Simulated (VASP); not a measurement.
Here is a VASP 6.6.1 calculation.

Contents of INCAR:

```
  PREC = Accurate
  ENCUT = 520
  EDIFF = 1E-6
  ISMEAR = -1
  SIGMA = 0.05
  LREAL = Auto
  LASPH = T
  NELM = 120
  ALGO = Normal
  ISIF = 2
  LWAVE = F
  LCHARG = T
  GGA = PS
  LELF = T
  LVHAR = T
  NBANDS = 237
  ISYM = -1
  GGA_COMPAT = F
```

File KPOINTS:

```
explicit points
1
Reciprocal
  0.25000000   0.25000000   0.25000000 1
```

File POSCAR:

```
HfSi23O48
1.0
    9.9016390000      0.0000000000      0.0000000000
   -4.9508190000      8.5750710000      0.0000000000
    0.0000000000      0.0000000000     10.8858800000
Si Hf O
23 1 48
Direct
    0.2363860000      0.0055210000      0.1692200000
    0.2307900000      0.9958470000      0.6770940000
    0.2304760000      0.4990960000      0.1663600000
    0.2312630000      0.5211680000      0.6738700000
    0.7232710000      0.9932350000      0.1650420000
    0.7373110000      0.9981050000      0.6678190000
    0.7433510000      0.4979050000      0.1593600000
    0.7319150000      0.4884760000      0.6623770000
    0.9958350000      0.2309820000      0.3225140000
    0.0055020000      0.2367850000      0.8301340000
    0.9978990000      0.7374680000      0.3316850000
    0.9928720000      0.7231860000      0.8343970000
    0.5208930000      0.2311850000      0.3254530000
    0.4988620000      0.2305540000      0.8330910000
    0.4884860000      0.7323460000      0.3369790000
    0.4977250000      0.7435410000      0.8401630000
    0.2711230000      0.2713060000      0.9997400000
    0.2628650000      0.7679740000      0.0026660000
    0.2600510000      0.7740820000      0.5039610000
    0.7680580000      0.2633150000      0.9967160000
    0.7737720000      0.2601000000      0.4954130000
    0.7587460000      0.7588990000      0.9997730000
    0.7550860000      0.7552590000      0.4997320000
    0.2829730000      0.2830000000      0.4998860000
    0.2129930000      0.1414720000      0.1081240000
    0.2012840000      0.1339360000      0.6321350000
    0.2085290000      0.6378670000      0.1101370000
    0.1957700000      0.6529540000      0.6195210000
    0.6999680000      0.1287960000      0.1021400000
    0.7110280000      0.1307180000      0.6039980000
    0.7028460000      0.6254430000      0.1047570000
    0.7005410000      0.6207160000      0.6038850000
    0.3697890000      0.0726740000      0.2758280000
    0.3632360000      0.0615430000      0.7843280000
    0.3527750000      0.5669220000      0.2811380000
    0.3528810000      0.5845870000      0.7875450000
    0.8531490000      0.0686230000      0.2723760000
    0.8743570000      0.0735140000      0.7703260000
    0.8720070000      0.5748020000      0.2678540000
    0.8594690000      0.5612110000      0.7731030000
    0.4754570000      0.3087690000      0.4366500000
    0.4324710000      0.2986170000      0.9384620000
    0.4198510000      0.7953080000      0.4445400000
    0.4310200000      0.8082480000      0.9472060000
    0.9401450000      0.2924780000      0.4410140000
    0.9289330000      0.2875510000      0.9392680000
    0.9161650000      0.7879720000      0.4365380000
    0.9189540000      0.7854780000      0.9380440000
    0.1337850000      0.2014100000      0.3677420000
    0.1413340000      0.2132790000      0.8913290000
    0.1306350000      0.7112800000      0.3954110000
    0.1284100000      0.6997460000      0.8971760000
    0.6526650000      0.1956900000      0.3798500000
    0.6378810000      0.2089890000      0.8892820000
    0.6207260000      0.7009600000      0.3954710000
    0.6252670000      0.7030750000      0.8948080000
    0.0616240000      0.3633410000      0.2152350000
    0.0727100000      0.3700400000      0.7234120000
    0.0731370000      0.8744860000      0.2291410000
    0.0683810000      0.8531130000      0.7271030000
    0.5844170000      0.3529350000      0.2118710000
    0.5664180000      0.3527420000      0.7181880000
    0.5612080000      0.8599300000      0.2262840000
    0.5746730000      0.8722710000      0.7317250000
    0.2985830000      0.4327180000      0.0610060000
    0.3089530000      0.4757500000      0.5627290000
    0.2868880000      0.9288190000      0.0600140000
    0.2922720000      0.9403850000      0.5584340000
    0.8082070000      0.4313780000      0.0522860000
    0.7949010000      0.4198700000      0.5548330000
    0.7855090000      0.9191940000      0.0614470000
    0.7878340000      0.9162680000      0.5630780000
```

Potentials or basis: VASP PAW PBE potentials, release 64 (Si, Hf_pv, O).

The run is started by

```console
$ cat potpaw_PBE.64/Si/POTCAR potpaw_PBE.64/Hf_pv/POTCAR potpaw_PBE.64/O/POTCAR > POTCAR
$ mpirun -np 1 vasp_std > vasp.out
```

(1) What does it give for the largest force?

(2) Predict the pressure.

(3) Predict the band gap on the k mesh.

Answers

(1) 0.215 eV/Å.

(2) 1.2 GPa.

(3) 6.52 eV.

Caveat: the PAW data sets were made with another functional, which shifts forces and pressure a little; spin-orbit coupling is left out, which moves the levels of the heavy elements.
